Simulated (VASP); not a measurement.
# Cr (Im-3m) in VASP: further runs

Runs on Cr. Level: PBE. Tasks: single point.

All numbers are computed with VASP 6.6.1; they aren't measurements. Logs are shortened: lines on timing, memory, paths and dates and some standing lists are left out, and cuts for length are marked.

### Step 1. The cell of the first run

It takes space group Im-3m (No. 229, cubic). The conventional cell has a = 2.848 Å, b = 2.848 Å, c = 2.848 Å, α = 90.00°, β = 90.00°, γ = 90.00°. Within 3.3 Å of Cr (site symmetry m-3m) lie 14 Cr at 2.47 to 2.85 Å.

### Step 2. Single point, PBE, collinear spin, ferromagnetic start

INCAR reads:

```
PREC = Accurate
ENCUT = 520
EDIFF = 1E-7
ISMEAR = -1
SIGMA = 0.08
LREAL = False
LASPH = True
NELM = 150
ALGO = Normal
ISIF = 2
LWAVE = False
LCHARG = False
ISPIN = 2
MAGMOM = 2 2 2
LORBIT = 11
LMAXMIX = 4
GGA = PE
NBANDS = 29
```

KPOINTS reads:

```
regular mesh
0
Gamma
  10 10 13
```

POSCAR reads:

```
Cr
1.0
    0.0000000000      2.8484888880     -2.8484888880
   -2.8484888880      0.0000000000      2.8484888880
    1.4242444440      1.4242444440      1.4242444440
Cr
3
Direct
    0.0000000000      0.0000000000      0.0000000000
    0.3333333330      0.6666666670      0.3333333330
    0.6666666670      0.3333333330      0.6666666670
```

Potentials or basis: VASP PAW PBE potentials, release 64 (Cr_pv).

Started as:

```sh
$ cat potpaw_PBE.64/Cr_pv/POTCAR > POTCAR
$ mpirun -np 1 vasp_std > vasp.out
```

OUTCAR:

```text
PREC = Accurate
   ENCUT = 520
   EDIFF = 1E-7
   ISMEAR = -1
   LREAL = False
   LASPH = True
   NELM = 150
   ISIF = 2
   ISPIN = 2
   LORBIT = 11
   GGA = PE

 ion  position               nearest neighbor table
   1  0.000  0.000  0.000-   2 2.47   3 2.47   3 2.47   2 2.47   3 2.47   2 2.47   3 2.85   2 2.85
                             3 2.85   3 2.85   2 2.85   2 2.85
   2  0.333  0.667  0.333-   1 2.47   3 2.47   3 2.47   1 2.47   1 2.47   3 2.47   3 2.85   3 2.85
                             1 2.85   1 2.85   1 2.85   3 2.85
   3  0.667  0.333  0.667-   1 2.47   2 2.47   2 2.47   1 2.47   1 2.47   2 2.47   2 2.85   2 2.85
                             1 2.85   1 2.85   1 2.85   2 2.85

  LATTYP: Found a hexagonal cell.
 ALAT       =     4.0283716177
 C/A-ratio  =     0.6123724357

  Lattice vectors:

 A1 = (   0.0000000000,   2.8484888880,  -2.8484888880)
 A2 = (  -2.8484888880,   0.0000000000,   2.8484888880)
 A3 = (   1.4242444440,   1.4242444440,   1.4242444440)

Analysis of symmetry for initial positions (statically):
=====================================================================
 Subroutine PRICEL returns following result:

  LATTYP: Found a body centered cubic cell.
 ALAT       =     2.8484888861

  Lattice vectors:

 A1 = (  -1.4242444468,   1.4242444412,  -1.4242444412)
 A2 = (  -1.4242444426,  -1.4242444426,   1.4242444426)
 A3 = (   1.4242444440,   1.4242444440,   1.4242444440)

   3 primitive cells build up your supercell.

 Routine SETGRP: Setting up the symmetry group for a
 hexagonal supercell.

 Subroutine GETGRP returns: Found 12 space group operations
 (whereof 12 operations were pure point group operations)
 out of a pool of 24 trial point group operations.

The static configuration has the point symmetry D_3d.

Analysis of symmetry for dynamics (positions and initial velocities):
=====================================================================
 Subroutine PRICEL returns following result:

  LATTYP: Found a body centered cubic cell.
 ALAT       =     2.8484888861

  Lattice vectors:

 A1 = (  -1.4242444468,   1.4242444412,  -1.4242444412)
 A2 = (  -1.4242444426,  -1.4242444426,   1.4242444426)
 A3 = (   1.4242444440,   1.4242444440,   1.4242444440)

   3 primitive cells build up your supercell.

 Routine SETGRP: Setting up the symmetry group for a
 hexagonal supercell.

 Subroutine GETGRP returns: Found 12 space group operations
 (whereof 12 operations were pure point group operations)
 out of a pool of 24 trial point group operations.

The dynamic configuration has the point symmetry D_3d.

Analysis of structural, dynamic, and magnetic symmetry:
=====================================================================
 Subroutine PRICEL returns following result:

  LATTYP: Found a body centered cubic cell.
 ALAT       =     2.8484888861

  Lattice vectors:

 A1 = (  -1.4242444468,   1.4242444412,  -1.4242444412)
 A2 = (  -1.4242444426,  -1.4242444426,   1.4242444426)
 A3 = (   1.4242444440,   1.4242444440,   1.4242444440)

   3 primitive cells build up your supercell.

 Routine SETGRP: Setting up the symmetry group for a
 hexagonal supercell.

 Subroutine GETGRP returns: Found 12 space group operations
 (whereof 12 operations were pure point group operations)
 out of a pool of 24 trial point group operations.

The overall configuration has the point symmetry D_3d.

 Subroutine INISYM returns: Found 12 space group operations
 (whereof 12 operations are pure point group operations),
 and found     3 'primitive' translations

----------------------------------------------------------------------------------------

                                     Primitive cell

  volume of cell :      11.5562

  direct lattice vectors                    reciprocal lattice vectors
    -1.424244447  1.424244441 -1.424244441    -0.351063332  0.351063332  0.000000000
    -1.424244443 -1.424244443  1.424244443    -0.351063332 -0.000000001  0.351063332
     1.424244444  1.424244444  1.424244444     0.000000000  0.351063332  0.351063332

  length of vectors
     2.466863738  2.466863737  2.466863739     0.496478525  0.496478525  0.496478525

  position of ions in fractional coordinates (direct lattice)
     0.000000000  0.000000000  0.000000000

  ion indices of the primitive-cell ions
   primitive index   ion index
                 1           1

----------------------------------------------------------------------------------------

 KPOINTS: regular mesh

Automatic generation of k-mesh.
 Grid dimensions read from file:
 generate k-points for:   10   10   13

 Generating k-lattice:

  Cartesian coordinates                     Fractional coordinates (reciprocal lattice)
    -0.011702111  0.023404222 -0.011702111     0.100000000  0.000000000  0.000000000
    -0.023404222  0.011702111  0.011702111     0.000000000  0.100000000  0.000000000
     0.018003248  0.018003248  0.018003248     0.000000000  0.000000000  0.076923077

  Length of vectors
     0.028664201  0.028664201  0.031182540

  Shift w.r.t. Gamma in fractional coordinates (k-lattice)
     0.000000000  0.000000000  0.000000000

 Subroutine IBZKPT returns following result:
 ===========================================

 Found    146 irreducible k-points:

 Following reciprocal coordinates:
            Coordinates               Weight
  0.000000  0.000000  0.000000      1.000000
  0.100000  0.000000  0.000000      6.000000
  0.200000  0.000000  0.000000      6.000000
  0.300000  0.000000  0.000000      6.000000
  0.400000  0.000000  0.000000      6.000000
  0.500000  0.000000  0.000000      3.000000
[... 16 lines left out ...]
  0.000000  0.400000  0.076923      6.000000
  0.500000  0.000000  0.076923      6.000000
 [... further k-points ...]
   k-points           NKPTS =    146   k-points in BZ     NKDIM =    146   number of bands    NBANDS=     29
   number of dos      NEDOS =    301   number of ions     NIONS =      3
   total plane-waves  NPLWV =  16200
   dimension x,y,z NGX =    30 NGY =   30 NGZ =   18
   dimension x,y,z NGXF=    60 NGYF=   60 NGZF=   36
   ions per type =               3
   NGX,Y,Z   is equivalent  to a cutoff of  12.38, 12.38, 12.13 a.u.
   NGXF,Y,Z  is equivalent  to a cutoff of  24.76, 24.76, 24.26 a.u.
 SYSTEM =  unknown system
   PREC   = accura    normal or accurate (medium, high low for compatibility)
   ISTART =      0    job   : 0-new  1-cont  2-samecut
   ICHARG =      2    charge: 1-file 2-atom 10-const
   ISPIN  =      2    spin polarized calculation?
   LNONCOLLINEAR =      F non collinear calculations
   LSORBIT =      F    spin-orbit coupling
   LASPH  =      T    aspherical Exc in radial PAW
   ENCUT  =  520.0 eV  38.22 Ry    6.18 a.u.   7.49  7.49  4.59*2*pi/ulx,y,z
   NELM   =    150;   NELMIN=  2; NELMDL= -5     # of ELM steps
   EDIFF  = 0.1E-06   stopping-criterion for ELM
   LREAL  =      F    real-space projection
   EDIFFG = 0.1E-05   stopping-criterion for IOM
   NSW    =      0    number of steps for IOM
   IBRION =     -1    ionic relax: 0-MD 1-quasi-New 2-CG
   NFREE  =      0    steps in history (QN), initial steepest desc. (CG)
   ISIF   =      2    stress and relaxation
   ISYM   =      2    0-nonsym 1-usesym 2-fastsym
   POTIM  = 0.5000    time-step for ionic-motion
   TEBEG  =    0.0;   TEEND  =   0.0 temperature during run
   PSTRESS=    0.0 pullay stress
   NELECT =      36.0000    total number of electrons
   NUPDOWN=      -1.0000    fix difference up-down
   EMIN   =  10.00;   EMAX   =-10.00  energy-range for DOS
   EFERMI =   0.00;   METHOD = LEGACY
   ISMEAR =    -1;   SIGMA  =   0.08  broadening in eV -4-tet -1-fermi 0-gaus
   EFERMI_NEDOS =   21; number of points for ismear=-14 and -15
   IALGO  =     38    algorithm
   IMIX   =      4    mixing-type and parameters
     AMIX     =   0.40;   BMIX     =  1.00
     AMIX_MAG =   1.60;   BMIX_MAG =  1.00
  volume/ion in A,a.u.               =      11.56        77.98
  Fermi-wavevector in a.u.,A,eV,Ry     =   1.657795  3.132778 37.392658  2.748283
  Thomas-Fermi vector in A             =   2.745486
   LORBIT       =     11    0 simple, 1 ext, 2 COOP (PROOUT), +10 PAW based schemes
   GGA     = PE    functional components
   LHFCALC =     F    Hartree Fock is set to
   AEXX    =    0.0000 exact exchange contribution
   IVDW    =     0    specifies the selected vdW correction
   LEPSILON=     F    determine dielectric tensor
   LRPA    =     F    only Hartree local field effects (RPA)
 spin polarized calculation
  energy-cutoff  :      520.00
  volume of cell :       34.67
 maximum number of plane-waves:       946
 NGX is ok and might be reduce to    30
   NGX = 15   NGY = 15   NGZ =  9

 number of electron      36.0000005 magnetization       0.0000042

 number of electron      36.0000005 magnetization      -0.0000104

 Free energy of the ion-electron system (eV)
  ---------------------------------------------------
  ext. energy  EPLUGINS =         0.00000000
  ---------------------------------------------------
  free energy    TOTEN  =       -28.57338545 eV

  energy without entropy =      -28.53137709  energy(sigma->0) =      -28.55238127

 E-fermi :  10.9743     XC(G=0): -13.6714

 val. band max:       10.9706225107   @ k =  -0.1000   0.4000   0.3077
 cond. band min:      10.9808537614   @ k =   0.3000   0.0000   0.3077
 fundamental gap:      0.0102312507
 Fermi energy:        10.9742652704

 spin component 1

 k-point     1 :       0.0000    0.0000    0.0000
  band No.  band energies     occupation
      1     -32.3900      1.00000
      2     -32.3900      1.00000
      3     -32.3900      1.00000
      4     -32.3900      1.00000
      5     -31.8781      1.00000
      6     -31.8781      1.00000
[... 757 lines left out ...]
     28      18.0631      0.00000
     29      18.0688      0.00000

 [... further k-points ...]

 spin component 2

 k-point     1 :       0.0000    0.0000    0.0000
  band No.  band energies     occupation
      1     -32.3900      1.00000
      2     -32.3900      1.00000
      3     -32.3900      1.00000
      4     -32.3900      1.00000
      5     -31.8781      1.00000
      6     -31.8781      1.00000
[... 757 lines left out ...]
     28      18.0632      0.00000
     29      18.0688      0.00000

 [... further k-points ...]
[... 5 lines left out ...]
  --------------------------------------------------------------------------------------
  -------------------------------------------------------------------------------------
  Total       -0.1231191     -0.1231191     -0.1231191     -0.0028392     -0.0028392     -0.0028392
  in kB       -5.6898558     -5.6898558     -5.6898558     -0.1312120     -0.1312120     -0.1312120
  external PRESSURE =      -5.6898558 kB  Pullay stress =       0.0000000 kB

 VOLUME and BASIS-vectors are now :
 -----------------------------------------------------------------------------
  energy-cutoff  :      520.00
  volume of cell :       34.67
      direct lattice vectors                 reciprocal lattice vectors
     0.000000000  2.848488888 -2.848488888    -0.117021111  0.234042221 -0.117021111
    -2.848488888  0.000000000  2.848488888    -0.234042221  0.117021111  0.117021111
     1.424244444  1.424244444  1.424244444     0.234042221  0.234042221  0.234042221

 POSITION                                       TOTAL-FORCE (eV/Angst)
 -----------------------------------------------------------------------------------
      0.00000      0.00000      0.00000        -0.000000      0.000000     -0.000000
     -1.42424      1.42424      1.42424         0.000000      0.000000      0.000000
      0.00000      2.84849     -0.00000        -0.000000     -0.000000      0.000000
 -----------------------------------------------------------------------------------
    total drift:                                0.000000     -0.000000     -0.000000

  FREE ENERGIE OF THE ION-ELECTRON SYSTEM (eV)
  ---------------------------------------------------
  free  energy   TOTEN  =       -28.5733854455 eV

  energy  without entropy=      -28.5313770935  energy(sigma->0) =      -28.55238127

 total charge

# of ion       s       p       d       tot
------------------------------------------
    1        0.441   6.406   4.210  11.057
    2        0.441   6.406   4.210  11.057
    3        0.441   6.406   4.210  11.057
--------------------------------------------------
tot          1.322  19.218  12.631  33.171

 magnetization (x)

# of ion       s       p       d       tot
------------------------------------------
    1       -0.000  -0.000  -0.000  -0.000
    2       -0.000  -0.000  -0.000  -0.000
    3       -0.000  -0.000  -0.000  -0.000
--------------------------------------------------
tot         -0.000  -0.000  -0.000  -0.000
```

Wall time 4.2 min (1 thread of Intel Xeon 8259CL, shared host); peak memory 0.3 GiB.

What came out:

| Quantity | Value |
| --- | --- |
| Free energy | -28.5734 eV |
| Pressure | -0.6 GPa |
| Band gap on the k mesh | zero (filled and empty bands overlap) |
| Net moment | 0.00 μB per cell |
| Valence electrons inside the program's atomic spheres | Cr 11.06 |

Levels at points of the mesh, in eV from the Fermi level:
Spin up:
```csv
k point,band 14,band 15,band 16,band 17,band 18,band 19,band 20,band 21,band 22,band 23
"(0.00, 0.00, 0.00)",-2.12,-2.12,-2.12,-0.92,-0.92,-0.92,1.13,1.13,1.40,1.40
"(0.50, 0.00, 0.00)",-1.81,-1.81,-1.68,-1.68,0.62,0.62,1.11,1.13,1.36,1.36
```
Spin down:
```csv
k point,band 14,band 15,band 16,band 17,band 18,band 19,band 20,band 21,band 22,band 23
"(0.00, 0.00, 0.00)",-2.12,-2.12,-2.12,-0.92,-0.92,-0.92,1.13,1.13,1.40,1.40
"(0.50, 0.00, 0.00)",-1.81,-1.81,-1.68,-1.68,0.62,0.62,1.11,1.13,1.36,1.36
```

Caveat: the starting moments collapsed, and a magnetic state may lie lower.

(Part 1 of 2 ends here.)
